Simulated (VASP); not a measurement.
A run of VASP 6.6.1:

File INCAR:

```
PREC     = Accurate       # precision mode
ENCUT    = 520            # plane-wave cutoff, eV
EDIFF    = 1E-7           # SCF threshold, eV
ISMEAR   = 0              # smearing method
SIGMA    = 0.15           # smearing width, eV
LREAL    = False          # projectors in reciprocal space
LASPH    = True           # aspherical terms in the spheres
NELM     = 60             # most SCF steps
ALGO     = Normal         # electronic algorithm
ISIF     = 2              # what is computed and relaxed
LWAVE    = False          # write WAVECAR
LCHARG   = False          # write CHGCAR
GGA      = PS             # functional
NBANDS   = 15             # bands
```

The input KPOINTS:

```
Automatic mesh
0
Gamma
  20 20 20
```

File POSCAR:

```
TiC
1.0
    0.0000000000      2.1640000000      2.1640000000
    2.1640000000      0.0000000000      2.1640000000
    2.1640000000      2.1640000000      0.0000000000
Ti C
1 1
Direct
    0.0000000000      0.0000000000      0.0000000000
    0.5000000000      0.5000000000      0.5000000000
```

Potentials or basis: VASP PAW PBE potentials, release 64 (Ti_sv, C).

The run is started by

```bash
$ cat potpaw_PBE.64/Ti_sv/POTCAR potpaw_PBE.64/C/POTCAR > POTCAR
$ mpirun -np 1 vasp_std > vasp.out
```

Hardware: 1 thread of AMD EPYC 9R45 (Zen 5), on a shared host.

Question: Estimate the wall time of this run.

Answer: Run time: 35 s on 1 thread of AMD EPYC 9R45 (Zen 5), with other jobs on the host, peak memory 0.16 GiB. Counts: scf iterations 14, k points 256.
